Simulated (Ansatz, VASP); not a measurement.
# One calculation of GaN, two programs

```
Ga N
1.0
    -3.21854    0.00000    0.00000
     0.00000    0.00000   -5.24338
     0.00000   -5.57467    0.00000
Ga N
4 4
Direct
  0.50000 0.00462 0.16666
  0.00000 0.00462 0.66666
  0.00000 0.50462 0.33334
  0.50000 0.50462 0.83334
  0.50000 0.60545 0.16665
  0.00000 0.60545 0.66665
  0.00000 0.10545 0.33335
  0.50000 0.10545 0.83335
```

Change from the starting cell: mode 11 frozen in at +0.000 Å and mode 13 at +0.098 Å (largest displacements).

Alike in both runs: task single point; functional PBE; k mesh 8 × 6 × 6; occupations gaussian, width 0.05 eV; no spin polarisation.

|  | VASP | Ansatz |
| --- | --- | --- |
| version | VASP 6.6.1 | Ansatz 0.2.0 |
| potentials or method | VASP PAW PBE potentials, release 64 (Ga_d, N), cutoff 520 eV | scalar-relativistic, plane waves, PAW |
| valence electrons in the cell | 72 | 72 |

```csv
,VASP,Ansatz,Ansatz less VASP
gap on the k mesh at the Fermi level (eV),1.57,1.57,-0.001
least direct gap on the mesh (eV),1.57,1.57,-0.001
pressure (GPa),1.2,1.1,-0.10
"traceless stress, the component that is largest in VASP (GPa)",-5.05,-5.17,-0.123
rms of the force components (eV/Å),0.520,0.525,+0.0059
```

Atom by atom the forces differ by 0.006 eV/Å (rms over components). With one functional, cell and mesh, what is left measures potentials, basis and numerics.
